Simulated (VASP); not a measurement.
Sb, 2 atoms in the cell. Symmetry: R-3m, No. 166, trigonal system. Conventional cell: a = 4.308 Å, b = 4.308 Å, c = 11.274 Å, α = 90.00°, β = 90.00°, γ = 120.00°. Sb (site symmetry 3m) has 6 Sb at 2.91 to 3.35 Å within 3.8 Å. 

```yaml
Program: VASP 6.6.1
Task: relaxation of volume and atoms at fixed shape
Functional: PBEsol
Potentials_or_basis: VASP PAW PBE potentials, release 64 (Sb)
Cutoff: 600 eV
k_mesh: 7 × 7 × 7
Occupations: fermi-dirac, width 0.1 eV
Spin: no spin polarisation
Dipole_correction: no
Further_INCAR_settings: ALGO = Normal; EDIFF = 1e-06; IBRION = 2; EDIFFG = -0.03; NSW = 80; ISIF = 8
```

Potentials or basis: VASP PAW PBE potentials, release 64 (Sb).

Run with:

```console
$ cat potpaw_PBE.64/Sb/POTCAR > POTCAR
$ mpirun -np 1 vasp_std > vasp.out
```

Hardware: 1 thread of AMD EPYC 7R13, on a shared host.

**Question.** How long does it take, and how much memory?

**Answer.** Wall time 76 s on 1 thread of AMD EPYC 7R13, on a shared host, peak memory 0.18 GiB. Counts: scf iterations 22, k points 44, ion steps 4.
